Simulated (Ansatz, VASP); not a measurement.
# Two plane-wave programs on CdSe

The input POSCAR:

```
CdSe
1.0
    0.0000000000      2.8429458735      2.8429458735
    2.8429458735      0.0000000000      2.8429458735
    2.8429458735      2.8429458735      0.0000000000
Cd Se
1 1
Direct
    0.0000000000      0.0000000000      0.0000000000
    0.5000000000      0.5000000000      0.5000000000
```

The input INCAR.step1:

```
  PREC = Accurate
  ENCUT = 520
  EDIFF = 1E-5
  ISMEAR = -1
  SIGMA = 0.02
  LREAL = False
  LASPH = True
  NELM = 60
  ALGO = Normal
  ISIF = 2
  LWAVE = True
  NBANDS = 16
  GGA = PE
```

File INCAR.step2:

```
  PREC = Accurate
  ENCUT = 520
  EDIFF = 1E-6
  ISMEAR = -1
  SIGMA = 0.02
  LREAL = False
  LASPH = True
  NELM = 60
  ALGO = Normal
  ISIF = 2
  LWAVE = False
  LCHARG = True
  GGA = PE
  LHFCALC = True
  AEXX = 0.25
  PRECFOCK = Normal
  LELF = True
  LVHAR = True
  NBANDS = 16
  ISTART = 1
```

Contents of KPOINTS:

```
regular mesh
0
Gamma
  4 4 4
```

Input for Ansatz:

```yaml
crystal:
  lattice:
    - [0.0, 2.8429458735, 2.8429458735]
    - [2.8429458735, 0.0, 2.8429458735]
    - [2.8429458735, 2.8429458735, 0.0]
  atoms:
    - { symbol: Cd, position: [0.0, 0.0, 0.0] }
    - { symbol: Se, position: [0.5, 0.5, 0.5] }
kpoints:
  mp_grid: { grid: [4, 4, 4] }
hamiltonian:
  xc: pbe0
scf:
  occupations: { method: fermi_dirac, width: 0.02 }
  n_extra_bands: 4
output:
  forces: true
  stress: true
  eigenvalues: true
```

Alike in both runs: task single point; functional PBE0; k mesh 4 × 4 × 4; occupations fermi-dirac, width 0.02 eV; no spin polarisation.

|  | VASP | Ansatz |
| --- | --- | --- |
| version | VASP 6.6.1 | Ansatz 0.2.0 |
| potentials or method | VASP PAW PBE potentials, release 64 (Cd, Se) | plane waves |
| plane-wave cutoff (eV) | 520 | 420 |
| valence electrons in the cell | 18 | 36 |

```csv
,VASP,Ansatz,Ansatz less VASP
gap on the k mesh at the Fermi level (eV),1.11,1.05,-0.054
pressure (GPa),0.5,0.4,-0.12
```

With one functional, cell and mesh, what is left measures potentials, basis and numerics. VASP's potentials hold 18 valence electrons a cell and Ansatz's 36, so a difference there can come from the potentials and not from the codes. Ansatz's warnings: stress exchange threshold loose, stress scf threshold loose.

The k mesh is coarse, so the values compare programs but aren't converged.
